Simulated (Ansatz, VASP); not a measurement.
## BP: VASP beside Ansatz

```
B P
1.0
     0.00000    2.46457    2.18451
     2.18451    0.00000    2.18451
     2.18451    2.46457    0.00000
B P
1 1
Direct
  0.00000 0.00000 0.00000
  0.75000 0.75000 0.75000
```

Alike in both runs: task single point; functional PBE; k mesh 12 × 12 × 12; occupations gaussian, width 0.05 eV; no spin polarisation.

|  | VASP | Ansatz |
| --- | --- | --- |
| version | VASP 6.6.1 | Ansatz 0.2.0 |
| potentials or method | VASP PAW PBE potentials, release 64 (B, P), cutoff 520 eV | scalar-relativistic, plane waves, PAW |
| valence electrons in the cell | 8 | 8 |

```csv
,VASP,Ansatz,Ansatz less VASP
gap on the k mesh at the Fermi level (eV),0.33,0.34,+0.005
least direct gap on the mesh (eV),2.80,2.80,+0.004
pressure (GPa),-0.3,-0.1,+0.21
"traceless stress, the component that is largest in VASP (GPa)",-24.77,-24.74,+0.030
```
